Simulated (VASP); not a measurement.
Write the native input for VASP 6.6.1 that does the following.

| Item | Value |
| --- | --- |
| Task | single point |
| Functional | PBE |
| Potentials or basis | VASP PAW PBE potentials, release 64 (Cu, O) |
| Cutoff | 520 eV |
| k mesh | 8 × 8 × 6 |
| Occupations | fermi-dirac, width 0.05 eV |
| Spin | no spin polarisation |
| Dipole correction | no |
| Further INCAR settings | ALGO = Normal; EDIFF = 1e-07; NBANDS = 25 |

The structure of CuO lies in POSCAR:

```
CuO
1.0
    3.3990834929      0.0000000000      0.0000000000
    0.0000000000      3.3990834929      0.0000000000
    0.0000000000      0.0000000000      4.2318669172
Cu O
2 2
Direct
    0.0000000000      0.5000000000      0.0000000000
    0.5000000000      0.0000000000      0.5000000000
    0.0000000000      0.0000000000      0.2500000000
    0.0000000000      0.0000000000      0.7500000000
```

One way to write it, as run:

INCAR

```
PREC = Accurate
ENCUT = 520
EDIFF = 1E-7
ISMEAR = -1
SIGMA = 0.05
LREAL = False
LASPH = True
NELM = 60
ALGO = Normal
ISIF = 2
LWAVE = False
LCHARG = False
GGA = PE
NBANDS = 25
```

KPOINTS

```
Automatic mesh
0
Gamma
  8 8 6
```

Potentials or basis: VASP PAW PBE potentials, release 64 (Cu, O).

The run is started by

```sh
$ cat potpaw_PBE.64/Cu/POTCAR potpaw_PBE.64/O/POTCAR > POTCAR
$ mpirun -np 1 vasp_std > vasp.out
```

Results of the run:

The pressure is 0.1 GPa and the band gap on the k mesh is zero (band 17 reaches 4.89 eV, above the bottom of band 18 at 3.07 eV).

Caveat: semilocal functionals often make such compounds metallic where correlation or magnetic order opens a gap, which also shifts bond lengths.

Wall time 100 s on 1 thread of Intel(R) Xeon(R) Platinum 8488C (Sapphire Rapids), on a shared host, peak memory 0.2 GiB.
